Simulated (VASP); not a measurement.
# SiC (Cmc2_1) in VASP: settings compared, part 2 of 2

VASP 6.6.1. Earlier steps stand in the parts before.

### 3 Electric field gradients, LDA

This run uses another cell than the first one, of 10.35 Å³/atom.

INCAR reads:

```
SYSTEM = SiC
PREC = Accurate
ENCUT = 520
EDIFF = 1E-8
ISMEAR = -1
SIGMA = 0.02
LREAL = .False.
LASPH = .True.
NELM = 60
ALGO = Normal
ISIF = 2
LWAVE = .False.
LCHARG = .False.
GGA = CA
LEFG = .True.
NBANDS = 36
```

KPOINTS reads:

```
Automatic mesh
0
Gamma
  16 16 3
  0 0 0
```

POSCAR reads:

```
SiC
1.0
    1.5389000000     -2.6675000000      0.0000000000
    1.5389000000      2.6675000000      0.0000000000
    0.0000000000      0.0000000000     15.1219000000
Si C
6 6
Direct
    0.1666621203      0.8333378797      0.8577216708
    0.8333378797      0.1666621203      0.3577216708
    0.5001149745      0.4998850255      0.5245068537
    0.4998850255      0.5001149745      0.0245068537
    0.8334421551      0.1665578449      0.6912250794
    0.1665578449      0.8334421551      0.1912250794
    0.5001801525      0.4998198475      0.6498133106
    0.4998198475      0.5001801525      0.1498133106
    0.1666200557      0.8333799443      0.9826819003
    0.8333799443      0.1666200557      0.4826819003
    0.8333970490      0.1666029510      0.8161911851
    0.1666029510      0.8333970490      0.3161911851
```

Potentials or basis: VASP PAW LDA potentials, release 64 (Si, C).

On the command line:

```
$ cat potpaw_LDA.64/Si/POTCAR potpaw_LDA.64/C/POTCAR > POTCAR
$ mpirun -np 1 vasp_std > vasp.out
```

OUTCAR:

```text
SYSTEM = SiC
   PREC = Accurate
   ENCUT = 520
   EDIFF = 1E-8
   ISMEAR = -1
   LREAL = .False.
   LASPH = .True.
   NELM = 60
   ISIF = 2
   GGA = CA

 ion  position               nearest neighbor table
   1  0.167  0.833  0.858-  11 1.89  11 1.89  11 1.89   9 1.89   5 3.08   5 3.08   5 3.08   4 3.09
                             4 3.09   4 3.09
   2  0.833  0.167  0.358-  12 1.89  12 1.89  12 1.89  10 1.89   6 3.08   6 3.08   6 3.08   3 3.09
                             3 3.09   3 3.09
   3  0.500  0.500  0.525-  10 1.89  10 1.89  10 1.89   7 1.89   5 3.08   5 3.08   5 3.09   2 3.09
                             2 3.09   2 3.09
   4  0.500  0.500  0.025-   9 1.89   9 1.89   9 1.89   8 1.89   6 3.08   6 3.08   6 3.09   1 3.09
                             1 3.09   1 3.09
   5  0.833  0.167  0.691-   7 1.88   7 1.88   7 1.89  11 1.89   1 3.08   1 3.08   1 3.08   3 3.08
                             3 3.08   3 3.09
   6  0.167  0.833  0.191-   8 1.88   8 1.88   8 1.89  12 1.89   2 3.08   2 3.08   2 3.08   4 3.08
                             4 3.08   4 3.09
   7  0.500  0.500  0.650-   5 1.88   5 1.88   5 1.89   3 1.89
   8  0.500  0.500  0.150-   6 1.88   6 1.88   6 1.89   4 1.89
   9  0.167  0.833  0.983-   4 1.89   4 1.89   4 1.89   1 1.89
  10  0.833  0.167  0.483-   3 1.89   3 1.89   3 1.89   2 1.89
  11  0.833  0.167  0.816-   1 1.89   1 1.89   1 1.89   5 1.89
  12  0.167  0.833  0.316-   2 1.89   2 1.89   2 1.89   6 1.89

  LATTYP: Found a base centered orthorhombic cell.
 ALAT       =     3.0778000000
 B/A-ratio  =     1.7333809864
 C/A-ratio  =     4.9132172331

  Lattice vectors:

 A1 = (   1.5389000000,  -2.6675000000,   0.0000000000)
 A2 = (   1.5389000000,   2.6675000000,   0.0000000000)
 A3 = (   0.0000000000,   0.0000000000,  15.1219000000)

Analysis of symmetry for initial positions (statically):
=====================================================================
 Subroutine PRICEL returns:
 Original cell was already a primitive cell.

[... 1163 lines left out ...]
      1.53890      0.00096      2.26546         0.000000     -0.000312      0.006426
      1.53890      1.77858     14.86002         0.000000      0.000329      0.001110
      1.53890     -1.77858      7.29907         0.000000     -0.000329      0.001110
      1.53890     -1.77867     12.34236         0.000000      0.000226     -0.001983
      1.53890      1.77867      4.78141         0.000000     -0.000226     -0.001983
 -----------------------------------------------------------------------------------
    total drift:                               -0.000000      0.000000      0.000022

  FREE ENERGIE OF THE ION-ELECTRON SYSTEM (eV)
  ---------------------------------------------------
  free  energy   TOTEN  =       -99.8410168771 eV

  energy  without entropy=      -99.8410168771  energy(sigma->0) =      -99.84101688

 Electric field gradients (V/A^2)
---------------------------------------------------------------------
 ion       V_xx      V_yy      V_zz      V_xy      V_xz      V_yz
---------------------------------------------------------------------
   1      -1.093    -1.046     2.139     0.000     0.000    -0.084
   2      -1.093    -1.046     2.139    -0.000    -0.000     0.084
   3       0.155     0.201    -0.356     0.000    -0.000     0.084
   4       0.155     0.201    -0.356     0.000    -0.000    -0.084
   5      -1.277    -1.233     2.509    -0.000    -0.000    -0.080
   6      -1.277    -1.233     2.509     0.000    -0.000     0.080
   7      -1.191    -1.059     2.250    -0.000     0.000    -0.003
   8      -1.191    -1.059     2.250    -0.000     0.000     0.003
   9      -0.361    -0.233     0.594    -0.000    -0.000    -0.006
  10      -0.361    -0.233     0.594    -0.000    -0.000     0.006
  11      -0.237    -0.109     0.345     0.000     0.000    -0.006
  12      -0.237    -0.109     0.345     0.000    -0.000     0.006
---------------------------------------------------------------------

 Electric field gradients after diagonalization (V/A^2)
 (convention: |V_zz| > |V_xx| > |V_yy|)
----------------------------------------------------------------------
 ion       V_xx      V_yy      V_zz     asymmetry (V_yy - V_xx)/ V_zz
----------------------------------------------------------------------
   1      -1.093    -1.048     2.141       0.021
   2      -1.093    -1.048     2.141       0.021
   3       0.213     0.155    -0.368       0.157
   4       0.213     0.155    -0.368       0.157
   5      -1.277    -1.235     2.511       0.017
   6      -1.277    -1.235     2.511       0.017
   7      -1.191    -1.059     2.250       0.059
   8      -1.191    -1.059     2.250       0.059
   9      -0.361    -0.233     0.594       0.216
  10      -0.361    -0.233     0.594       0.216
  11      -0.237    -0.109     0.345       0.371
  12      -0.237    -0.109     0.345       0.371
----------------------------------------------------------------------

           NMR quadrupolar parameters

 Cq : quadrupolar parameter    Cq=e*Q*V_zz/h
 eta: asymmetry parameters     (V_yy - V_xx)/ V_zz
 Q  : nuclear electric quadrupole moment in mb (millibarn)
----------------------------------------------------------------------
 ion       Cq(MHz)       eta       Q (mb)
----------------------------------------------------------------------
   1       0.005       0.021       1.000
   2       0.005       0.021       1.000
   3      -0.001       0.157       1.000
   4      -0.001       0.157       1.000
   5       0.006       0.017       1.000
   6       0.006       0.017       1.000
   7       0.005       0.059       1.000
   8       0.005       0.059       1.000
   9       0.001       0.216       1.000
  10       0.001       0.216       1.000
  11       0.001       0.371       1.000
  12       0.001       0.371       1.000
----------------------------------------------------------------------
```

stdout:

```text
POSCAR found type information on POSCAR SiC
 POSCAR found :  2 types and      12 ions
 scaLAPACK will be used
 LDA part: xc-table for (Slater(with rela. corr.)+CA(PZ))
 , standard interpolation
 POSCAR, INCAR and KPOINTS ok, starting setup
 FFT: planning ... GRIDC
 FFT: planning ... GRID_SOFT
 FFT: planning ... GRID
 WAVECAR not read
 entering main loop
ion   1

ion   2

ion   3

ion   4

ion   5

ion   6

ion   7

ion   8

ion   9

ion  10

ion  11

ion  12
```

It took 11 min on 1 thread of Oxide Virtual Turin-like, shared host; peak memory 0.48 GiB.

Results:

| Property | Result |
| --- | --- |
| Free energy | -99.8410 eV |
| Pressure | -4.1 GPa |
| Largest force | 0.013 eV/Å |
| Band gap on the k mesh | 1.96 eV (least direct gap 3.07 eV) |
| Largest electric field gradient by atom | Si +2.1, -0.4, +2.5 (each value once); C +2.2, +0.6, +0.3 (each value once) V/Å² |

Forces in eV/Å, atoms in the order of the input:
```
Si   0.000  0.000  0.002
Si   0.000  0.000  0.002
Si   0.000  0.000 -0.013
Si   0.000  0.000 -0.013
Si   0.000  0.000  0.006
Si   0.000  0.000  0.006
C    0.000  0.000  0.006
C    0.000  0.000  0.006
C    0.000  0.000  0.001
C    0.000  0.000  0.001
C    0.000  0.000 -0.002
C    0.000  0.000 -0.002
```

Electric field gradients, principal values (V/Å²):
```csv
atom,least,middle,greatest (by size)
1 Si,-1.048,-1.093,2.141
2 Si,-1.048,-1.093,2.141
3 Si,0.155,0.213,-0.368
4 Si,0.155,0.213,-0.368
5 Si,-1.235,-1.277,2.511
6 Si,-1.235,-1.277,2.511
7 C,-1.059,-1.191,2.250
8 C,-1.059,-1.191,2.250
9 C,-0.233,-0.361,0.594
10 C,-0.233,-0.361,0.594
11 C,-0.109,-0.237,0.345
12 C,-0.109,-0.237,0.345
```

Caveat: the cell stands under tension; without QUAD_EFG the Cq values of the log hold for a quadrupole moment of 1 mb, not for the nuclei. A k mesh can miss the band edges.
